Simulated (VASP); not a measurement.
A run of VASP 6.6.1 is set up as follows.

File INCAR:

```
  PREC = Accurate
  ENCUT = 520
  EDIFF = 1E-7
  ISMEAR = 1
  SIGMA = 0.0801
  LREAL = False
  LASPH = True
  NELM = 100
  ALGO = Normal
  ISIF = 2
  LWAVE = False
  LCHARG = False
  GGA = CA
  NBANDS = 16
```

Contents of KPOINTS:

```
regular mesh
0
Gamma
  7 7 7
```

File POSCAR:

```
Si
1.0
   -3.4118575512      3.4118575512      1.9723402921
    3.4118575512     -3.4118575512      1.9723402921
    3.4118575512      3.4118575512     -1.9723402921
Si
4
Direct
    0.1788010000      0.1788010000      0.3576020000
    0.8211990000      0.8211990000      0.6423980000
    0.1788010000      0.8211990000      0.0000000000
    0.8211990000      0.1788010000      0.0000000000
```

Potentials or basis: VASP PAW LDA potentials, release 64 (Si).

Launch:

```bash
$ cat potpaw_LDA.64/Si/POTCAR > POTCAR
$ mpirun -np 1 vasp_std > vasp.out
```

Q: Predict the band gap on the k mesh.

A: 0.56 eV (least direct gap 0.59 eV).

Q: Predict the largest force.

A: 0.117 eV/Å.

Q: What does it give for the pressure?

A: -7.1 GPa.

Stress tensor (GPa, compression positive):
```
-6.94  0.00  0.00
 0.00 -6.94  0.00
 0.00  0.00 -7.36
```

Caveat: the cell stands under tension; an odd mesh through Γ misses points on the zone boundary, where band edges can lie.
